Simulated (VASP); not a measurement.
A run of VASP 6.6.1 is set up as follows.

The input INCAR:

```
PREC = Accurate
ENCUT = 520
EDIFF = 1E-7
ISMEAR = -1
SIGMA = 0.02
LREAL = Auto
LASPH = True
NELM = 60
ALGO = Normal
ISIF = 2
LWAVE = False
LCHARG = False
GGA = PE
IVDW = 12
IBRION = 2
NSW = 80
EDIFFG = -0.03
LUSENCCL = False
```

KPOINTS

```
regular mesh
0
Gamma
  2 2 2
```

The input POSCAR:

```
Si16Ge
1.0
    0.0000000000      5.4300000000      5.4300000000
    5.4300000000      0.0000000000      5.4300000000
    5.4300000000      5.4300000000      0.0000000000
Si Ge
16 1
Direct
    0.0000000000      0.0000000000      0.0000000000
    0.1250000000      0.1250000000      0.1250000000
    0.0000000000      0.0000000000      0.5000000000
    0.1250000000      0.1250000000      0.6250000000
    0.0000000000      0.5000000000      0.0000000000
    0.1250000000      0.6250000000      0.1250000000
    0.0000000000      0.5000000000      0.5000000000
    0.1250000000      0.6250000000      0.6250000000
    0.5000000000      0.0000000000      0.0000000000
    0.6250000000      0.1250000000      0.1250000000
    0.5000000000      0.0000000000      0.5000000000
    0.6250000000      0.1250000000      0.6250000000
    0.5000000000      0.5000000000      0.0000000000
    0.6250000000      0.6250000000      0.1250000000
    0.5000000000      0.5000000000      0.5000000000
    0.6250000000      0.6250000000      0.6250000000
    0.8166941000      0.8137988000      0.3082785000
```

Potentials or basis: VASP PAW PBE potentials, release 64 (Si, Ge_d).

Command:

```bash
$ cat potpaw_PBE.64/Si/POTCAR potpaw_PBE.64/Ge_d/POTCAR > POTCAR
$ mpirun -np 1 vasp_std > vasp.out
```

**Question.** Predict the dispersion energy per atom.

**Answer.** -0.333 eV.

**Question.** Estimate the energy gained by relaxing.

**Answer.** 91.9 meV/atom.

The path:
```tsv
step	energy change (eV)	largest force (eV/Å)	pressure (GPa)
1	0.0000	3.2920	6.72
2	-1.1278	0.9789	4.87
3	-1.1335	0.9301	4.89
4	-1.2375	0.5217	4.69
5	-1.2458	0.5460	4.62
6	-1.2971	0.3199	4.47
7	-1.3065	0.3695	4.38
8	-1.3585	0.2778	4.25
9	-1.4531	0.4900	3.84
10	-1.4140	1.0792	2.95
11	-1.4694	0.7283	3.51
12	-1.5029	0.5817	3.33
13	-1.5539	0.2043	2.76
14	-1.5548	0.2192	2.67
15	-1.5611	0.0865	2.63
16	-1.5620	0.0486	2.60
17	-1.5624	0.0366	2.60
18	-1.5626	0.0217	2.60
```

Caveat: the k points lie up to 0.50 Å⁻¹ apart.
